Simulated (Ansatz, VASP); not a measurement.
**Ba in VASP and in Ansatz**

File INCAR:

```
PREC = Accurate
ENCUT = 520
EDIFF = 1E-7
ISMEAR = 0
SIGMA = 0.15
LREAL = False
LASPH = True
NELM = 80
ALGO = Fast
ISIF = 2
LWAVE = False
LCHARG = False
GGA = PS
NBANDS = 11
```

File KPOINTS:

```
regular mesh
0
Gamma
  14 14 14
```

POSCAR

```
Ba
1.0
   -1.1667658393      2.7354610480      2.7354610480
    2.7354610480     -1.1667658393      2.7354610480
    2.7354610480      2.7354610480     -1.1667658393
Ba
1
Direct
    0.0000000000      0.0000000000      0.0000000000
```

Input for Ansatz:

```yaml
crystal:
  lattice:
    - [-1.1667658393, 2.735461048, 2.735461048]
    - [2.735461048, -1.1667658393, 2.735461048]
    - [2.735461048, 2.735461048, -1.1667658393]
  atoms:
    - { symbol: Ba, position: [0.0, 0.0, 0.0] }
basis:
  ecutwfc: 420
kpoints:
  mp_grid: { grid: [14, 14, 14] }
hamiltonian:
  xc: pbesol
  pseudopotentials: { kind: paw }
scf:
  occupations: { method: gaussian, width: 0.15 }
output:
  forces: true
  stress: true
  eigenvalues: true
```

Alike in both runs: task single point; functional PBEsol; k mesh 14 × 14 × 14; occupations gaussian, width 0.15 eV; no spin polarisation.

```csv
,VASP,Ansatz
version,VASP 6.6.1,Ansatz 0.2.0
potentials or method,"VASP PAW PBE potentials, release 64 (Ba_sv), cutoff 520 eV","scalar-relativistic, plane waves, PAW"
valence electrons in the cell,10,10
```

|  | VASP | Ansatz | Ansatz less VASP |
| --- | --- | --- | --- |
| gap on the k mesh at the Fermi level (eV) | none | none | - |
| pressure (GPa) | -0.9 | -1.0 | -0.09 |
| traceless stress, the component that is largest in VASP (GPa) | 0.30 | 0.30 | -0.005 |

VASP's potentials were made for PBE, not for PBEsol. A gap of «none» marks a metal or a gap that the smearing closes. With one functional, cell and mesh, what is left measures potentials, basis and numerics.

Spin-orbit coupling is off throughout.
